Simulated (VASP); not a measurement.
MgCuGe:

```
Mg Cu Ge
1.0
     4.00530    0.00000    0.00000
     0.00000    4.00530    0.00000
     0.00000    0.00000    6.39475
Mg Cu Ge
2 2 2
Direct
  0.00000 0.00000 0.00000
  0.50000 0.50000 0.00000
  0.00000 0.50000 0.29804
  0.50000 0.00000 0.70196
  0.00000 0.50000 0.67798
  0.50000 0.00000 0.32202
```

Base run:

| Quantity | Value |
| --- | --- |
| Program | VASP 6.6.1 |
| Functional | PBE |
| Potentials or basis | VASP PAW PBE potentials, release 64 (Mg, Cu, Ge_d) |
| Cutoff | 520 eV |
| k mesh | 6 × 6 × 4 |
| Occupations | fermi-dirac, width 0.15 eV |
| Spin | no spin polarisation |

Its results: band gap on the k mesh zero (band 27 reaches 6.87 eV, above the bottom of band 28 at 3.15 eV); pressure 0.7 GPa; largest force 0.093 eV/Å.

After a change of settings the same cell gave: band gap on the k mesh zero (band 27 reaches 6.65 eV, above the bottom of band 28 at 3.67 eV); pressure -1.8 GPa; largest force 1.085 eV/Å. Which change was it?
A. k mesh from 6 × 6 × 4 to 2 × 2 × 1
B. k mesh from 6 × 6 × 4 to 5 × 5 × 3
C. k mesh from 6 × 6 × 4 to 3 × 3 × 2
D. k mesh from 6 × 6 × 4 to 7 × 7 × 5

A.

Caveats: some runs use coarse meshes; forces of over 1 eV/Å act on the atoms, so gaps and moduli don't describe the material at rest (some runs).
